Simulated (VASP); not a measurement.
Si3N4:

```
Si N
1.0
     7.60454    0.00000    0.00000
    -3.80227    6.58573    0.00000
     0.00000    0.00000    2.90520
Si N
6 8
Direct
  0.23108 0.82495 0.75000
  0.40614 0.23108 0.25000
  0.82495 0.59386 0.25000
  0.17505 0.40614 0.75000
  0.59386 0.76892 0.75000
  0.76892 0.17505 0.25000
  0.33333 0.66667 0.75000
  0.66667 0.33333 0.25000
  0.96919 0.66985 0.75000
  0.29934 0.96919 0.25000
  0.66985 0.70066 0.25000
  0.33015 0.29934 0.75000
  0.03081 0.33015 0.25000
  0.70066 0.03081 0.75000
```

Base run:

```yaml
Program: VASP 6.6.1
Functional: PBE
Potentials_or_basis: VASP PAW PBE potentials, release 64 (Si, N)
Cutoff: 520 eV
k_mesh: 4 × 4 × 10
Occupations: fermi-dirac, width 0.02 eV
Spin: no spin polarisation
```

Its results: band gap on the k mesh 4.33 eV, indirect (least direct gap 4.54 eV); pressure 5.4 GPa; largest force 0.043 eV/Å.

**Question.** The run is repeated on the same cell with these changes: functional from PBE to LDA; potentials or basis from VASP PAW PBE potentials, release 64 (Si, N) to VASP PAW LDA potentials, release 64 (Si, N). What comes out?

**Answer.** Band gap on the k mesh 4.15 eV, indirect (least direct gap 4.36 eV); pressure -2.7 GPa; largest force 0.028 eV/Å.

A k mesh can miss the band edges.
